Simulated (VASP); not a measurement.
Wanted: the native input for a VASP 6.6.1 run.

| Quantity | Value |
| --- | --- |
| Task | relaxation of cell and atoms |
| Functional | PBEsol |
| Potentials or basis | VASP PAW PBE potentials, release 64 (Ge_d) |
| Cutoff | 600 eV |
| k mesh | 11 × 11 × 11 |
| Occupations | fermi-dirac, width 0.1 eV |
| Spin | no spin polarisation |
| Dipole correction | no |
| Further INCAR settings | ALGO = Normal; EDIFF = 1e-06; IBRION = 2; EDIFFG = -0.01; NSW = 80; ISIF = 3 |

The structure of Ge lies in POSCAR:

```
Ge
1.0
    2.7491475330      0.0000000000      0.0000000000
    0.0000000000      2.7491475330      0.0000000000
    0.0000000000      0.0000000000      2.7491475330
Ge
1
Direct
    0.0000000000      0.0000000000      0.0000000000
```

The input as run:

INCAR

```
SYSTEM = Ge
ALGO = Normal
EDIFF = 1E-6
EDIFFG = -0.01
ENCUT = 600
GGA = PS
IBRION = 2
ISIF = 3
ISMEAR = -1
LASPH = .True.
LCHARG = .False.
LREAL = .False.
LWAVE = .False.
NELM = 60
NSW = 80
PREC = Accurate
SIGMA = 0.1
```

KPOINTS

```
k-points
0
Gamma
  11 11 11
  0 0 0
```

Potentials or basis: VASP PAW PBE potentials, release 64 (Ge_d).

The run is started by

```console
$ cat potpaw_PBE.64/Ge_d/POTCAR > POTCAR
$ mpirun -np 1 vasp_std > vasp.out
```

Results of the run:

| Quantity | Value |
| --- | --- |
| Relaxed volume | 19.02 Å³/atom |
| Relaxed cell | a = 2.669 Å, b = 2.669 Å, c = 2.669 Å, α = 90.00°, β = 90.00°, γ = 90.00° |
| Space group after relaxing (to 0.05 Å) | Pm-3m (No. 221) |
| Energy gained by relaxing | 33.1 meV/atom |
| Ionic steps | 4 |
| Pressure after relaxing | 0.0 GPa |
| Band gap on the k mesh | zero (band 7 reaches 13.08 eV, above the bottom of band 8 at 4.00 eV) |

Caveat: the PAW data sets were made with another functional, which shifts forces and pressure a little.

Run time: 44 s on 1 thread of AMD EPYC 7R43 64-Core Processor (Zen 3), with other jobs on the host, peak memory 0.11 GiB.
